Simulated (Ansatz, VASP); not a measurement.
## BiIr: VASP beside Ansatz

```
CELL_PARAMETERS angstrom
0.00000 3.06748 3.06748
3.06748 0.00000 3.06748
3.06748 3.06748 0.00000
ATOMIC_POSITIONS crystal
Ir 0.00000 0.00000 0.00000
Bi 0.25000 0.25000 0.25000
```

Alike in both runs: task single point; functional r2SCAN; k mesh 10 × 10 × 10; occupations gaussian, width 0.05 eV; no spin polarisation.

|  | VASP | Ansatz |
| --- | --- | --- |
| version | VASP 6.6.1 | Ansatz 0.2.0 |
| potentials or method | VASP PAW PBE potentials, release 64 (Ir, Bi_d), cutoff 550 eV | scalar-relativistic, plane waves, PAW |
| valence electrons in the cell | 24 | 32 |

```csv
,VASP,Ansatz,Ansatz less VASP
gap on the k mesh at the Fermi level (eV),none,none,-
pressure (GPa),-2.2,-2.6,-0.32
```

VASP's potentials were made for PBE, not for r2SCAN. A gap of «none» marks a metal or a gap that the smearing closes. The functional is the same, so the differences come from potentials, cutoffs and numerics. VASP's potentials hold 24 valence electrons a cell and Ansatz's 32, so a difference there can come from the potentials and not from the codes.

Spin-orbit coupling is off throughout.
